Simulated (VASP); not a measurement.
Write the native input for VASP 6.6.1 that does the following.

```
Task                   : single point
Functional             : PBE
Potentials or basis    : VASP PAW PBE potentials, release 64 (Co)
Cutoff                 : 520 eV
k mesh                 : 12 × 12 × 6
Occupations            : fermi-dirac, width 0.1 eV
Spin                   : collinear spin
Starting moments       : [0.0, 3.0] μB
Dipole correction      : no
Further INCAR settings : ALGO = Normal; EDIFF = 1e-07; NBANDS = 20
```

The structure of Co lies in POSCAR:

```
Co
1.0
    0.0000000000      1.8011500000      1.8011500000
    1.8011500000      0.0000000000      1.8011500000
    3.6023000000      3.6023000000      0.0000000000
Co
2
Direct
    0.0000000000      0.0000000000      0.0000000000
    0.0000000000      0.0000000000      0.5000000000
```

This isn't the form of Co at room conditions, which is hcp.

These files were run (other wordings do the same):

INCAR

```
SYSTEM = Co
PREC     = Accurate       ! precision mode
ENCUT    = 520            ! plane-wave cutoff, eV
EDIFF    = 1E-7           ! SCF threshold, eV
ISMEAR   = -1             ! smearing method
SIGMA    = 0.1            ! smearing width, eV
LREAL    = .False.        ! projectors in reciprocal space
LASPH    = .True.         ! aspherical terms in the spheres
NELM     = 150            ! most SCF steps
ALGO     = Normal         ! electronic algorithm
ISIF     = 2              ! what is computed and relaxed
LWAVE    = .False.        ! write WAVECAR
LCHARG   = .False.        ! write CHGCAR
ISPIN    = 2              ! spin polarisation
MAGMOM   = 0 3            ! initial moments
LORBIT   = 11             ! projections on sites
LMAXMIX  = 4              ! l up to which the mixer works
GGA      = PE             ! functional
NBANDS   = 20             ! bands
```

KPOINTS

```
regular mesh
0
Gamma
  12 12 6
  0 0 0
```

Potentials or basis: VASP PAW PBE potentials, release 64 (Co).

Launch:

```sh
$ cat potpaw_PBE.64/Co/POTCAR > POTCAR
$ mpirun -np 1 vasp_std > vasp.out
```

It gave:

```json
{
  "Pressure": "-12.0 GPa",
  "Net moment": "3.42 μB per cell",
  "Site moments": "Co +1.74 μB",
  "Valence electrons inside the program's atomic spheres": "Co 8.14"
}
```

Caveat: the cell stands under tension.

It took 2.6 min on 1 thread of Intel Xeon 8259CL, on a shared host, peak memory 0.2 GiB.
